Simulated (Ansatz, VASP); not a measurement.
**Two plane-wave programs on Ir**

```xyz
1
Lattice="0.0000 1.9677 1.8237 1.9677 0.0000 1.8237 1.9677 1.9677 0.0000" Properties=species:S:1:pos:R:3 pbc="T T T"
Ir    0.0000    0.0000    0.0000
```

Change from the starting cell: strain +0.025 along x and y, -0.050 along z, atoms carried along.

Alike in both runs: task single point; functional PBE; k mesh 22 × 22 × 22; occupations gaussian, width 0.15 eV; no spin polarisation.

|  | VASP | Ansatz |
| --- | --- | --- |
| version | VASP 6.6.1 | Ansatz 0.2.0 |
| potentials or method | VASP PAW PBE potentials, release 64 (Ir), cutoff 520 eV | scalar-relativistic, plane waves, PAW |
| valence electrons in the cell | 9 | 17 |

VASP gave:

```
gap on the k mesh at the Fermi level (eV)                     : none
pressure (GPa)                                                : 11.7
traceless stress, the component that is largest in VASP (GPa) : 17.87
```

Which values does Ansatz return?

gap on the k mesh at the Fermi level (eV): none; pressure (GPa): 11.1; traceless stress, the component that is largest in VASP (GPa): 17.97.

A gap of «none» marks a metal or a gap that the smearing closes. The functional is the same, so the differences come from potentials, cutoffs and numerics. VASP's potentials hold 9 valence electrons a cell and Ansatz's 17, so a difference there can come from the potentials and not from the codes.

Spin-orbit coupling is off throughout.
